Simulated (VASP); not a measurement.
# KCl (Pm-3m) in VASP: notebook

The runs below take KCl through single point, with PBE.

Program: VASP 6.6.1. These are calculated values, not measurements. Logs are shortened: lines on timing, memory, paths and dates and some standing lists are left out, and cuts for length are marked.

## Step 1: The cell of the first run

The structure is cubic, space group Pm-3m (No. 221). Conventional cell: a = 3.646 Å, b = 3.646 Å, c = 3.646 Å, α = 90.00°, β = 90.00°, γ = 90.00°. Within 4.2 Å of K (site symmetry m-3m) lie 8 Cl at 3.16 Å and 6 K at 3.65 Å. Within 4.2 Å of Cl (site symmetry m-3m) lie 8 K at 3.16 Å and 6 Cl at 3.65 Å.

## Step 2: Single point, PBE

INCAR reads:

```
SYSTEM = KCl
ALGO = Normal
EDIFF = 1E-6
ENCUT = 520
GGA = PE
ISIF = 2
ISMEAR = 0
LASPH = .True.
LCHARG = .True.
LELF = .True.
LREAL = .False.
LVHAR = .True.
LWAVE = .False.
NBANDS = 15
NELM = 100
PREC = Accurate
SIGMA = 0.05
```

KPOINTS reads:

```
k-points
0
Gamma
  10 10 10
  0 0 0
```

POSCAR reads:

```
KCl
1.0
    3.6460731784      0.0000000000      0.0000000000
    0.0000000000      3.6460731784      0.0000000000
    0.0000000000      0.0000000000      3.6460731784
K Cl
1 1
Direct
    0.0000000000      0.0000000000      0.0000000000
    0.5000000000      0.5000000000      0.5000000000
```

Potentials or basis: VASP PAW PBE potentials, release 64 (K_sv, Cl).

Run with:

```console
cat potpaw_PBE.64/K_sv/POTCAR potpaw_PBE.64/Cl/POTCAR > POTCAR
mpirun -np 1 vasp_std > vasp.out
```

OUTCAR:

```text
SYSTEM = KCl
   EDIFF = 1E-6
   ENCUT = 520
   GGA = PE
   ISIF = 2
   ISMEAR = 0
   LASPH = .True.
   LREAL = .False.
   NELM = 100
   PREC = Accurate

 ion  position               nearest neighbor table
   1  0.000  0.000  0.000-   2 3.16   2 3.16   2 3.16   2 3.16   2 3.16   2 3.16   2 3.16   2 3.16

   2  0.500  0.500  0.500-   1 3.16   1 3.16   1 3.16   1 3.16   1 3.16   1 3.16   1 3.16   1 3.16

  LATTYP: Found a simple cubic cell.
 ALAT       =     3.6460731784

  Lattice vectors:

 A1 = (   3.6460731784,   0.0000000000,   0.0000000000)
 A2 = (   0.0000000000,   3.6460731784,   0.0000000000)
 A3 = (   0.0000000000,   0.0000000000,   3.6460731784)

Analysis of symmetry for initial positions (statically):
=====================================================================
 Subroutine PRICEL returns:
 Original cell was already a primitive cell.

 Routine SETGRP: Setting up the symmetry group for a
 simple cubic supercell.

 Subroutine GETGRP returns: Found 48 space group operations
 (whereof 48 operations were pure point group operations)
 out of a pool of 48 trial point group operations.

The static configuration has the point symmetry O_h .

Analysis of symmetry for dynamics (positions and initial velocities):
=====================================================================
 Subroutine PRICEL returns:
 Original cell was already a primitive cell.

 Routine SETGRP: Setting up the symmetry group for a
 simple cubic supercell.

 Subroutine GETGRP returns: Found 48 space group operations
 (whereof 48 operations were pure point group operations)
 out of a pool of 48 trial point group operations.

The dynamic configuration has the point symmetry O_h .

 Subroutine INISYM returns: Found 48 space group operations
 (whereof 48 operations are pure point group operations),
 and found     1 'primitive' translations

----------------------------------------------------------------------------------------

                                     Primitive cell

  volume of cell :      48.4703

  direct lattice vectors                    reciprocal lattice vectors
     3.646073178  0.000000000  0.000000000     0.274267671  0.000000000  0.000000000
     0.000000000  3.646073178  0.000000000     0.000000000  0.274267671  0.000000000
     0.000000000  0.000000000  3.646073178     0.000000000  0.000000000  0.274267671

  length of vectors
     3.646073178  3.646073178  3.646073178     0.274267671  0.274267671  0.274267671

  position of ions in fractional coordinates (direct lattice)
     0.000000000  0.000000000  0.000000000
     0.500000000  0.500000000  0.500000000

  ion indices of the primitive-cell ions
   primitive index   ion index
                 1           1
                 2           2

----------------------------------------------------------------------------------------

 KPOINTS: k-points

Automatic generation of k-mesh.
 Grid dimensions read from file:
 generate k-points for:   10   10   10

 Generating k-lattice:

  Cartesian coordinates                     Fractional coordinates (reciprocal lattice)
     0.027426767  0.000000000  0.000000000     0.100000000  0.000000000  0.000000000
     0.000000000  0.027426767  0.000000000     0.000000000  0.100000000  0.000000000
     0.000000000  0.000000000  0.027426767     0.000000000  0.000000000  0.100000000

  Length of vectors
     0.027426767  0.027426767  0.027426767

  Shift w.r.t. Gamma in fractional coordinates (k-lattice)
     0.000000000  0.000000000  0.000000000

 Subroutine IBZKPT returns following result:
 ===========================================

 Found     56 irreducible k-points:

 Following reciprocal coordinates:
            Coordinates               Weight
  0.000000  0.000000  0.000000      1.000000
  0.100000  0.000000  0.000000      6.000000
  0.200000  0.000000  0.000000      6.000000
  0.300000  0.000000  0.000000      6.000000
  0.400000  0.000000  0.000000      6.000000
  0.500000  0.000000  0.000000      3.000000
[... 16 lines left out ...]
  0.200000  0.100000  0.100000     24.000000
  0.300000  0.100000  0.100000     24.000000
 [... further k-points ...]
   k-points           NKPTS =     56   k-points in BZ     NKDIM =     56   number of bands    NBANDS=     15
   number of dos      NEDOS =    301   number of ions     NIONS =      2
   total plane-waves  NPLWV =  21952
   dimension x,y,z NGX =    28 NGY =   28 NGZ =   28
   dimension x,y,z NGXF=    56 NGYF=   56 NGZF=   56
   ions per type =               1   1
   NGX,Y,Z   is equivalent  to a cutoff of  12.77, 12.77, 12.77 a.u.
   NGXF,Y,Z  is equivalent  to a cutoff of  25.53, 25.53, 25.53 a.u.
 SYSTEM =  KCl
   PREC   = accura    normal or accurate (medium, high low for compatibility)
   ISTART =      0    job   : 0-new  1-cont  2-samecut
   ICHARG =      2    charge: 1-file 2-atom 10-const
   ISPIN  =      1    spin polarized calculation?
   LNONCOLLINEAR =      F non collinear calculations
   LSORBIT =      F    spin-orbit coupling
   LASPH  =      T    aspherical Exc in radial PAW
   ENCUT  =  520.0 eV  38.22 Ry    6.18 a.u.   6.78  6.78  6.78*2*pi/ulx,y,z
   NELM   =    100;   NELMIN=  2; NELMDL= -5     # of ELM steps
   EDIFF  = 0.1E-05   stopping-criterion for ELM
   LREAL  =      F    real-space projection
   EDIFFG = 0.1E-04   stopping-criterion for IOM
   NSW    =      0    number of steps for IOM
   IBRION =     -1    ionic relax: 0-MD 1-quasi-New 2-CG
   NFREE  =      0    steps in history (QN), initial steepest desc. (CG)
   ISIF   =      2    stress and relaxation
   ISYM   =      2    0-nonsym 1-usesym 2-fastsym
   POTIM  = 0.5000    time-step for ionic-motion
   TEBEG  =    0.0;   TEEND  =   0.0 temperature during run
   PSTRESS=    0.0 pullay stress
   NELECT =      16.0000    total number of electrons
   NUPDOWN=      -1.0000    fix difference up-down
   EMIN   =  10.00;   EMAX   =-10.00  energy-range for DOS
   EFERMI =   0.00;   METHOD = LEGACY
   ISMEAR =     0;   SIGMA  =   0.05  broadening in eV -4-tet -1-fermi 0-gaus
   EFERMI_NEDOS =   21; number of points for ismear=-14 and -15
   IALGO  =     38    algorithm
   IMIX   =      4    mixing-type and parameters
     AMIX     =   0.40;   BMIX     =  1.00
     AMIX_MAG =   1.60;   BMIX_MAG =  1.00
  volume/ion in A,a.u.               =      24.24       163.55
  Fermi-wavevector in a.u.,A,eV,Ry     =   1.131417  2.138068 17.416884  1.280105
  Thomas-Fermi vector in A             =   2.268116
   LORBIT       =      0    0 simple, 1 ext, 2 COOP (PROOUT), +10 PAW based schemes
   GGA     = PE    functional components
   LHFCALC =     F    Hartree Fock is set to
   AEXX    =    0.0000 exact exchange contribution
   IVDW    =     0    specifies the selected vdW correction
   LEPSILON=     F    determine dielectric tensor
   LRPA    =     F    only Hartree local field effects (RPA)
 non-spin polarized calculation
 Gauss-broadening in eV      SIGMA  =   0.05
  energy-cutoff  :      520.00
  volume of cell :       48.47
 maximum number of plane-waves:      1332
 NGX is ok and might be reduce to    28
   NGX = 13   NGY = 13   NGZ = 13

 number of electron      15.9999997 magnetization

 Free energy of the ion-electron system (eV)
  ---------------------------------------------------
  ext. energy  EPLUGINS =         0.00000000
  ---------------------------------------------------
  free energy    TOTEN  =        -6.56327412 eV

  energy without entropy =       -6.56327412  energy(sigma->0) =       -6.56327412

 E-fermi :   0.3136     XC(G=0):  -8.7632

 val. band max:        0.0069389972   @ k =   0.5000   0.5000   0.0000
 cond. band min:       5.5337604735   @ k =   0.0000   0.0000   0.0000
 fundamental gap:      5.5268214763
 Fermi energy:         0.3136111104

 k-point     1 :       0.0000    0.0000    0.0000
  band No.  band energies     occupation
      1     -27.8215      2.00000
      2     -12.8852      2.00000
      3     -11.1705      2.00000
      4     -11.1705      2.00000
      5     -11.1705      2.00000
      6      -0.2232      2.00000
      7      -0.2232      2.00000
      8      -0.2232      2.00000
      9       5.5338      0.00000
     10       6.3934      0.00000
     11       6.3934      0.00000
     12      11.0475      0.00000
     13      11.0475      0.00000
     14      11.0475      0.00000
     15      14.2261      0.00000

 k-point     2 :       0.1000    0.0000    0.0000
  band No.  band energies     occupation
      1     -27.8180      2.00000
      2     -12.9064      2.00000
      3     -11.1654      2.00000
      4     -11.1654      2.00000
      5     -11.1555      2.00000
      6      -0.4713      2.00000
      7      -0.2285      2.00000
      8      -0.2285      2.00000
      9       5.8044      0.00000
     10       6.4864      0.00000
     11       6.6635      0.00000
     12      11.0088      0.00000
     13      11.0088      0.00000
     14      11.1053      0.00000
     15      13.7682      0.00000

 k-point     3 :       0.2000    0.0000    0.0000
  band No.  band energies     occupation
      1     -27.8087      2.00000
      2     -12.9634      2.00000
      3     -11.1520      2.00000
      4     -11.1520      2.00000
      5     -11.1121      2.00000
      6      -1.0347      2.00000
      7      -0.2428      2.00000
      8      -0.2428      2.00000
      9       6.4504      0.00000
     10       6.7596      0.00000
     11       7.3960      0.00000
     12      10.9384      0.00000
     13      10.9384      0.00000
     14      11.2671      0.00000
     15      12.7425      0.00000
[... 343 lines left out ...]
 k-point    23 :       0.2000    0.1000    0.1000
  band No.  band energies     occupation
      1     -27.8019      2.00000
      2     -12.9494      2.00000
      3     -11.2341      2.00000
      4     -11.1856      2.00000
      5     -11.0263      2.00000
      6      -1.0108      2.00000
      7      -0.4323      2.00000
      8      -0.4059      2.00000
      9       6.8414      0.00000
     10       7.1379      0.00000
     11       7.5906      0.00000
     12      10.4923      0.00000
     13      10.5724      0.00000
     14      11.5309      0.00000
     15      13.2373      0.00000

 k-point    24 :       0.3000    0.1000    0.1000
  band No.  band energies     occupation
      1     -27.7907      2.00000
      2     -12.9856      2.00000
      3     -11.2279      2.00000
      4     -11.1675      2.00000
      5     -11.0124      2.00000
      6      -1.5398      2.00000
      7      -0.4255      2.00000
      8      -0.3916      2.00000
      9       7.4828      0.00000
     10       7.5153      0.00000
     11       8.3945      0.00000
     12      10.3932      0.00000
     13      10.4461      0.00000
     14      11.2558      0.00000
     15      12.4495      0.00000

 [... further k-points ...]
[... 5 lines left out ...]
  --------------------------------------------------------------------------------------
  -------------------------------------------------------------------------------------
  Total        1.2561231      1.2561231      1.2561231     -0.0000000      0.0000000     -0.0000000
  in kB       41.5208889     41.5208889     41.5208889     -0.0000000      0.0000000     -0.0000000
  external PRESSURE =      41.5208889 kB  Pullay stress =       0.0000000 kB

 VOLUME and BASIS-vectors are now :
 -----------------------------------------------------------------------------
  energy-cutoff  :      520.00
  volume of cell :       48.47
      direct lattice vectors                 reciprocal lattice vectors
     3.646073178  0.000000000  0.000000000     0.274267671  0.000000000  0.000000000
     0.000000000  3.646073178  0.000000000     0.000000000  0.274267671  0.000000000
     0.000000000  0.000000000  3.646073178     0.000000000  0.000000000  0.274267671

 POSITION                                       TOTAL-FORCE (eV/Angst)
 -----------------------------------------------------------------------------------
      0.00000      0.00000      0.00000         0.000000      0.000000      0.000000
      1.82304      1.82304      1.82304         0.000000      0.000000      0.000000
 -----------------------------------------------------------------------------------
    total drift:                               -0.000000      0.000000      0.000000

  FREE ENERGIE OF THE ION-ELECTRON SYSTEM (eV)
  ---------------------------------------------------
  free  energy   TOTEN  =        -6.5632741227 eV

  energy  without entropy=       -6.5632741227  energy(sigma->0) =       -6.56327412
```

Run time: 44 s. Hardware: 1 thread of Intel Xeon 8259CL, shared host; peak memory 0.18 GiB.

What came out:

- Free energy: -6.5633 eV
- Pressure: 4.2 GPa
- Band gap on the k mesh: 5.53 eV (least direct gap 5.76 eV)

Caveat: the cell stands under pressure.

## Step 3: Single point, PBE (24.90 Å³/atom)

This run uses another cell than the first one, of 24.90 Å³/atom.

INCAR reads:

```
  ALGO = Normal
  EDIFF = 1E-7
  ENCUT = 520
  GGA = PE
  ISIF = 2
  ISMEAR = 0
  LASPH = T
  LCHARG = T
  LELF = T
  LREAL = F
  LVHAR = T
  LWAVE = F
  NBANDS = 15
  NELM = 80
  PREC = Accurate
  SIGMA = 0.05
```

KPOINTS reads:

```
k-points
0
Gamma
  10 10 10
```

POSCAR reads:

```
KCl
1.0
    3.6789069904      0.0000000000      0.0000000000
    0.0000000000      3.6789069904      0.0000000000
    0.0000000000      0.0000000000      3.6789069904
K Cl
1 1
Direct
    0.0000000000      0.0000000000      0.0000000000
    0.5000000000      0.5000000000      0.5000000000
```

Potentials or basis: VASP PAW PBE potentials, release 64 (K_sv, Cl).

Run with:

```console
cat potpaw_PBE.64/K_sv/POTCAR potpaw_PBE.64/Cl/POTCAR > POTCAR
mpirun -np 1 vasp_std > vasp.out
```

It took 38 s on 1 thread of Intel Xeon 8259CL, shared host; peak memory 0.18 GiB.

The run converged. Its results:

* Free energy: -6.5940 eV
* Pressure: 3.2 GPa
* Band gap on the k mesh: 5.39 eV (least direct gap 5.61 eV)

Levels at points of the mesh, in eV from the valence-band top:
```tsv
k point	band 6	band 7	band 8	band 9	band 10	band 11
(0.00, 0.00, 0.00)	-0.23	-0.23	-0.23	5.39	6.43	6.43
(0.50, 0.00, 0.00)	-2.12	-0.27	-0.27	7.97	8.36	8.98
(0.50, 0.50, 0.00)	-1.39	-1.39	0.00	6.26	7.44	9.04
(0.50, 0.50, 0.50)	-1.64	-1.64	-1.64	9.23	9.23	9.23
```

Caveat: the cell stands under pressure.

## Step 4: Single point, PBE (27.08 Å³/atom)

This run uses another cell than the first one, of 27.08 Å³/atom.

INCAR reads:

```
SYSTEM = KCl
ALGO = Normal
EDIFF = 1E-6
ENCUT = 520
GGA = PE
ISIF = 2
ISMEAR = 0
LASPH = .True.
LCHARG = .False.
LREAL = .False.
LWAVE = .False.
NBANDS = 15
NELM = 80
PREC = Accurate
SIGMA = 0.05
```

KPOINTS reads:

```
k-points
0
Gamma
  10 10 10
  0 0 0
```

POSCAR reads:

```
KCl
1.0
    3.7835869873      0.0000000000      0.0000000000
    0.0000000000      3.7835869873      0.0000000000
    0.0000000000      0.0000000000      3.7835869873
K Cl
1 1
Direct
    0.0000000000      0.0000000000      0.0000000000
    0.5000000000      0.5000000000      0.5000000000
```

Run with:

```console
cat potpaw_PBE.64/K_sv/POTCAR potpaw_PBE.64/Cl/POTCAR > POTCAR
mpirun -np 1 vasp_std > vasp.out
```

Wall time 40 s (1 thread of Intel Xeon 8259CL, shared host); peak memory 0.18 GiB.

The run converged. Its results:

```yaml
Free_energy: -6.6486 eV
Pressure: 0.9 GPa
Band_gap_on_the_k_mesh: 4.98 eV (least direct gap 5.20 eV)
```

Levels at points of the mesh, in eV from the valence-band top:
```csv
k point,band 6,band 7,band 8,band 9,band 10,band 11
"(0.00, 0.00, 0.00)",-0.21,-0.21,-0.21,4.98,6.53,6.53
"(0.50, 0.00, 0.00)",-1.87,-0.23,-0.23,7.92,7.94,8.49
"(0.50, 0.50, 0.00)",-1.26,-1.26,0.00,6.22,7.34,8.98
"(0.50, 0.50, 0.50)",-1.41,-1.41,-1.41,8.95,8.95,8.95
```

## Step 5: The runs side by side

```csv
cell,gap on the mesh (eV),pressure (GPa)
"a = 3.646 Å, 2 atoms",5.53,4.2
"a = 3.679 Å, 2 atoms",5.39,3.2
"a = 3.784 Å, 2 atoms",4.98,0.9
```

Alike in all rows: task single point; level PBE; potentials or basis VASP PAW PBE potentials, release 64 (K_sv, Cl); no spin polarisation; k mesh 10 × 10 × 10; cutoff (eV) 520; smearing gaussian 0.05 eV.

Caveats: the cell stands under pressure (at least some runs).

Absolute energies hang on the potentials; compare differences alone.
